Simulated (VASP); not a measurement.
Wanted: the native input for a VASP 6.6.1 run.

* Task: relaxation of cell and atoms
* Functional: PBE
* Potentials or basis: VASP PAW PBE potentials, release 64 (Si, Hg)
* Cutoff: 500 eV
* k mesh: 10 × 10 × 6
* Occupations: gaussian, width 0.1 eV
* Spin: no spin polarisation
* Dipole correction: no
* Further INCAR settings: ALGO = Normal; EDIFF = 1e-07; IBRION = 2; EDIFFG = -0.01; NSW = 100; ISIF = 3

The structure of Si4Hg lies in POSCAR:

```
Si4Hg
1.0
    3.8594602966      0.0000000000      0.0000000000
    0.0000000000      3.8594602966      0.0000000000
    0.0000000000      0.0000000000      5.9820192873
Si Hg
4 1
Direct
    0.0000000000      0.5000000000      0.5000000000
    0.5000000000      0.0000000000      0.5000000000
    0.5000000000      0.5000000000      0.7866469604
    0.5000000000      0.5000000000      0.2133530396
    0.0000000000      0.0000000000      0.0000000000
```

The cell was built from a structure type or drawn by symmetry, and may not be a known phase.

The input as run:

INCAR

```
ALGO = Normal ; EDIFF = 1E-7
EDIFFG = -0.01 ; ENCUT = 500
GGA = PE ; GGA_COMPAT = False
IBRION = 2 ; ISIF = 3
ISMEAR = 0 ; LASPH = True
LCHARG = False ; LREAL = False
LWAVE = False ; NELM = 120
NELMIN = 4 ; NSW = 100
PREC = Accurate ; SIGMA = 0.1
```

KPOINTS

```
k-points
0
Gamma
  10 10 6
```

Potentials or basis: VASP PAW PBE potentials, release 64 (Si, Hg).

Run with:

```sh
$ cat potpaw_PBE.64/Si/POTCAR potpaw_PBE.64/Hg/POTCAR > POTCAR
$ mpirun -np 1 vasp_std > vasp.out
```

It gave:

The relaxed volume is 18.13 Å³/atom and the relaxed cell is a = 3.561 Å, b = 3.561 Å, c = 7.147 Å, α = 90.00°, β = 90.00°, γ = 90.00°. The space group after relaxing (to 0.1 Å) is P4/mmm (No. 123). The energy gained by relaxing is 30.1 meV/atom. The ionic steps are 29 and the pressure after relaxing is 0.0 GPa. The band gap on the k mesh is zero (bands 14 and 15 overlap by 3.25 eV).

Caveat: a cell axis changed by over 15 % at a fixed basis, so the end point is rough; spin-orbit coupling is left out, which moves the levels of the heavy elements.

Run time: 18 min on 1 thread of AMD EPYC 9R45 96-Core Processor (Zen 5), on a shared host, peak memory 0.26 GiB.
